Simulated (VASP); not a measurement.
Input of a VASP 6.6.1 run:

File INCAR:

```
SYSTEM = Li
PREC = Accurate ; ENCUT = 520
EDIFF = 1E-6 ; ISMEAR = 0
SIGMA = 0.1 ; LREAL = .False.
LASPH = .True. ; NELM = 100
ALGO = Normal ; ISIF = 2
LWAVE = .False. ; LCHARG = .False.
GGA = PS ; NBANDS = 12
```

Contents of KPOINTS:

```
Automatic mesh
0
Gamma
  14 14 14
  0 0 0
```

The input POSCAR:

```
Li
1.0
    1.6111699902      1.1593005798      7.0238443161
   -1.6111699902      1.1593005798      7.0238443161
    0.0000000000     -1.4646897607      6.9231095987
Li
3
Direct
    0.0027912539     -0.0027912539      0.0000000000
    0.2133059186      0.2160971725      0.2205463881
    0.7839028275      0.7866940814      0.7794536119
```

Potentials or basis: VASP PAW PBE potentials, release 64 (Li_sv).

Launch:

```console
$ cat potpaw_PBE.64/Li_sv/POTCAR > POTCAR
$ mpirun -np 1 vasp_std > vasp.out
```

Estimate the band gap on the k mesh.

zero (an odd number of electrons rules out a gap without spin polarisation).

Predict the largest force.

0.310 eV/Å.

Forces in eV/Å, atoms in the order of the input:
```
Li  -0.002  0.000  0.000
Li   0.001  0.037  0.308
Li   0.001 -0.037 -0.308
```

Caveat: the cell differs from its parent crystal (strained and its atoms moved); the PAW data sets were made with another functional, which shifts forces and pressure a little.
